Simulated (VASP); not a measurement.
Here is a VASP 6.6.1 calculation.

The input INCAR:

```
SYSTEM = MgB2
PREC     = Accurate       ! precision mode
ENCUT    = 520            ! plane-wave cutoff, eV
EDIFF    = 1E-6           ! SCF threshold, eV
ISMEAR   = 0              ! smearing method
SIGMA    = 0.1            ! smearing width, eV
LREAL    = .FALSE.        ! projectors in reciprocal space
LASPH    = .TRUE.         ! aspherical terms in the spheres
NELM     = 60             ! most SCF steps
ALGO     = Normal         ! electronic algorithm
ISIF     = 2              ! what is computed and relaxed
LWAVE    = .FALSE.        ! write WAVECAR
LCHARG   = .FALSE.        ! write CHGCAR
GGA      = PS             ! functional
NBANDS   = 11             ! bands
```

File KPOINTS:

```
Automatic mesh
0
G
  15 15 12
  0 0 0
```

POSCAR

```
MgB2
1.0
    2.9976951856      0.0000000000      0.0000000000
   -1.4988475928      2.5960801835      0.0000000000
    0.0000000000      0.0000000000      3.4761441000
Mg B
1 2
Direct
    0.0000000000      0.0000000000      0.0000000000
    0.3333333333      0.6666666667      0.5000000000
    0.6666666667      0.3333333333      0.5000000000
```

Potentials or basis: VASP PAW PBE potentials, release 64 (Mg, B).

Command:

```bash
$ cat potpaw_PBE.64/Mg/POTCAR potpaw_PBE.64/B/POTCAR > POTCAR
$ mpirun -np 1 vasp_std > vasp.out
```

Task: Predict the pressure.

Result: 9.3 GPa.

Task: What does it give for the band gap on the k mesh?

Result: Zero (band 4 reaches 7.50 eV, above the bottom of band 5 at 3.60 eV).

Stress tensor (GPa, compression positive):
```
12.02  0.00  0.00
 0.00 12.02  0.00
 0.00  0.00  3.85
```

Caveat: the cell differs from its parent crystal (strained); the PAW data sets were made with another functional, which shifts forces and pressure a little.
